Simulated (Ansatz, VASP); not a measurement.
## One calculation of SnCl, two programs

```
CELL_PARAMETERS angstrom
3.50120 0.00000 0.00000
-1.75060 3.03212 0.00000
0.00000 0.00000 10.19746
ATOMIC_POSITIONS crystal
Sn 0.33333 0.66667 0.31171
Sn 0.66667 0.33333 0.81171
Cl 0.33333 0.66667 0.06329
Cl 0.66667 0.33333 0.56329
```

Alike in both runs: functional PBE; k mesh 18 × 18 × 6; occupations gaussian, width 0.1 eV; no spin polarisation.

Ansatz relaxed the structure, and its values are those at the end. VASP's run is a single point on that final structure, the one shown.

```csv
,VASP,Ansatz
version,VASP 6.6.1,Ansatz 0.2.0
potentials or method,"VASP PAW PBE potentials, release 64 (Sn_d, Cl), cutoff 520 eV","scalar-relativistic, plane waves, PAW"
valence electrons in the cell,42,42
```

|  | VASP | Ansatz | Ansatz less VASP |
| --- | --- | --- | --- |
| gap on the k mesh at the Fermi level (eV) | none | none | - |
| pressure (GPa) | 0.0 | 0.0 | +0.07 |

A gap of «none» marks a metal or a gap that the smearing closes.
